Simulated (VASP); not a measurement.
Input of a VASP 6.6.1 run:

File INCAR:

```
SYSTEM = MgO
  PREC = Accurate
  ENCUT = 520
  EDIFF = 1E-6
  ISMEAR = -1
  SIGMA = 0.02
  LREAL = .FALSE.
  LASPH = .TRUE.
  NELM = 120
  ALGO = Normal
  ISIF = 2
  LWAVE = .FALSE.
  LCHARG = .FALSE.
  GGA = PS
  NBANDS = 66
  GGA_COMPAT = .FALSE.
```

File KPOINTS:

```
regular mesh
0
G
  4 4 2
  0 0 0
```

Contents of POSCAR:

```
MgO
1.0
    0.0000000000      4.2043348337      4.2043348337
    4.2043348337      0.0000000000      4.2043348337
    6.3065022505      6.3065022505      0.0000000000
Mg O
12 12
Direct
   -0.0002962419      0.0033029006     -0.0027155306
   -0.0009292790     -0.0018064689      0.3354515571
   -0.0039625769      0.0069789874      0.6661721241
    0.0013170930      0.5021965622     -0.0039843798
   -0.0005780938      0.4981697659      0.3332391580
   -0.0043620455      0.5034538360      0.6646623332
    0.5007818319     -0.0017440333      0.0024093387
    0.5016206091      0.0008239115      0.3311954737
    0.5044568484     -0.0012842697      0.6624530261
    0.4986369028      0.5021468516     -0.0013596285
    0.4954145144      0.4884224452      0.3372093461
    0.4978556853      0.5010697490      0.6635254906
    0.2514680780      0.2472828738      0.1680652694
    0.2559974509      0.2476665254      0.4986429680
    0.2513440394      0.2520732867      0.8387835745
    0.2484501214      0.7491837888      0.1691367826
    0.2439705781      0.7576727654      0.4960797405
    0.2490855371      0.7534789985      0.8322050467
    0.7541684060      0.2472468395      0.1696132749
    0.7599688480      0.2413667180      0.5013045860
    0.7496565152      0.2519045323      0.8361379717
    0.7506473972      0.7475934064      0.1693596478
    0.7517014284      0.7501511237      0.4999599421
    0.7472725471      0.7511135827      0.8330386308
```

Potentials or basis: VASP PAW PBE potentials, release 64 (Mg, O).

Command:

```console
$ cat potpaw_PBE.64/Mg/POTCAR potpaw_PBE.64/O/POTCAR > POTCAR
$ mpirun -np 1 vasp_std > vasp.out
```

Question: Predict the band gap on the k mesh.

Answer: 4.64 eV.

Question: What does it give for the pressure?

Answer: 0.9 GPa.

Question: Predict the largest force.

Answer: 0.917 eV/Å.

Forces on the atoms (eV/Å):
```
Mg   0.152  0.411 -0.070
Mg  -0.312 -0.122  0.308
Mg  -0.255  0.327 -0.144
Mg   0.315  0.286 -0.177
Mg  -0.119 -0.167  0.197
Mg   0.132  0.325  0.111
Mg   0.060 -0.018 -0.150
Mg  -0.192 -0.026 -0.139
Mg   0.374  0.251 -0.226
Mg   0.172  0.114 -0.086
Mg   0.153 -0.159  0.890
Mg   0.237  0.113 -0.005
O    0.080 -0.090  0.221
O    0.305 -0.030 -0.266
O   -0.576 -0.540  0.033
O   -0.257 -0.045 -0.014
O   -0.148  0.766 -0.203
O   -0.082 -0.091  0.042
O   -0.054 -0.371 -0.087
O    0.530 -0.562 -0.123
O   -0.271 -0.212  0.086
O   -0.143 -0.154  0.014
O   -0.111 -0.096 -0.323
O    0.008  0.090  0.110
```

Caveat: the k points lie up to 0.43 Å⁻¹ apart; the atoms stand as in a frame of molecular dynamics; the PAW data sets were made with another functional, which shifts forces and pressure a little.
